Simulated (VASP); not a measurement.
The system is TiO2.

```xyz
12
Lattice="4.8127 0.0000 0.0000 0.0000 4.8719 0.0000 -0.8629 0.0000 4.9666" Properties=species:S:1:pos:R:3 pbc="T T T"
Ti    1.1513    0.2573    1.0586
Ti    3.2300    2.6932    1.4247
Ti    2.7985    4.6146    3.9080
Ti    0.7198    2.1787    3.5419
O    -0.4276    0.8622    4.2293
O     3.9459    3.2981    3.2206
O     4.3774    4.0097    0.7373
O     0.0039    1.5738    1.7460
O     1.7406    3.6911    2.3183
O     2.6406    1.2552    0.1650
O     2.2092    1.1808    2.6483
O     1.3092    3.6167    4.8016
```

Base run:

| Quantity | Value |
| --- | --- |
| Program | VASP 6.6.1 |
| Functional | PBEsol |
| Potentials or basis | VASP PAW PBE potentials, release 64 (Ti_sv, O) |
| Cutoff | 520 eV |
| k mesh | 6 × 6 × 6 |
| Occupations | fermi-dirac, width 0.05 eV |
| Spin | no spin polarisation |

Its results: band gap on the k mesh 2.24 eV (least direct gap 2.31 eV); pressure -3.0 GPa; largest force 0.116 eV/Å.

**Question.** The run is repeated on the same cell with these changes: functional from PBEsol to revPBE; further incar settings from ALGO = Normal; EDIFF = 1e-06; NBANDS = 60 to ALGO = Normal; EDIFF = 1e-07; NBANDS = 60. What comes out?

**Answer.** Band gap on the k mesh 2.31 eV (least direct gap 2.38 eV); pressure 8.9 GPa; largest force 0.113 eV/Å.

Caveats: the PAW data sets were made with another functional, which shifts forces and pressure a little; the cell stands under tension (at least some runs); the cell stands under pressure (at least some runs).

A k mesh can miss the band edges.
